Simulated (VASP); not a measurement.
Write the native input for VASP 6.6.1 that does the following.

| Quantity | Value |
| --- | --- |
| Task | single point |
| Functional | PBEsol |
| Potentials or basis | VASP PAW PBE potentials, release 64 (In_d, Se) |
| Cutoff | 520 eV |
| k mesh | 12 × 12 × 2 |
| Occupations | gaussian, width 0.05 eV |
| Spin | no spin polarisation |
| Dipole correction | no |
| Further INCAR settings | ALGO = Normal; EDIFF = 1e-07; NBANDS = 48 |

The structure of InSe lies in POSCAR:

```
InSe
1.0
    4.0058502099      0.0000000000      0.0000000000
   -2.0029251050      3.4691680455      0.0000000000
    0.0000000000      0.0000000000     17.0021652134
In Se
4 4
Direct
    0.3333333333      0.6666666667      0.1699574747
    0.6666666667      0.3333333333      0.6699574747
    0.3333333333      0.6666666667      0.3300425253
    0.6666666667      0.3333333333      0.8300425253
    0.3333333333      0.6666666667      0.5960691720
    0.6666666667      0.3333333333      0.0960691720
    0.3333333333      0.6666666667      0.9039308280
    0.6666666667      0.3333333333      0.4039308280
```

This cell differs from its parent crystal: mode 12 (107.6 1/cm) frozen in, largest displacement +0.050 Å.

One way to write it, as run:

INCAR

```
PREC = Accurate ; ENCUT = 520
EDIFF = 1E-7 ; ISMEAR = 0
SIGMA = 0.05 ; LREAL = False
LASPH = True ; NELM = 80
ALGO = Normal ; ISIF = 2
LWAVE = False ; LCHARG = False
GGA = PS ; NBANDS = 48
```

KPOINTS

```
regular mesh
0
Gamma
  12 12 2
```

Potentials or basis: VASP PAW PBE potentials, release 64 (In_d, Se).

Launch:

```sh
$ cat potpaw_PBE.64/In_d/POTCAR potpaw_PBE.64/Se/POTCAR > POTCAR
$ mpirun -np 1 vasp_std > vasp.out
```

It gave:

```json
{
 "Pressure": "0.9 GPa",
 "Largest force": "0.189 eV/Å",
 "Band gap on the k mesh": "0.46 eV, direct"
}
```

Caveat: the cell differs from its parent crystal (mode 12 (107.6 1/cm) frozen in, largest displacement +0.050 Å); the PAW data sets were made with another functional, which shifts forces and pressure a little; spin-orbit coupling is left out, which moves the levels of the heavy elements; this functional lacks dispersion, which binds the layers, so the pressure and a relaxed spacing across them are unreliable.

Wall time 5 min on 1 thread of Intel(R) Xeon(R) 6975P-C (Granite Rapids), on a shared host, peak memory 0.53 GiB.
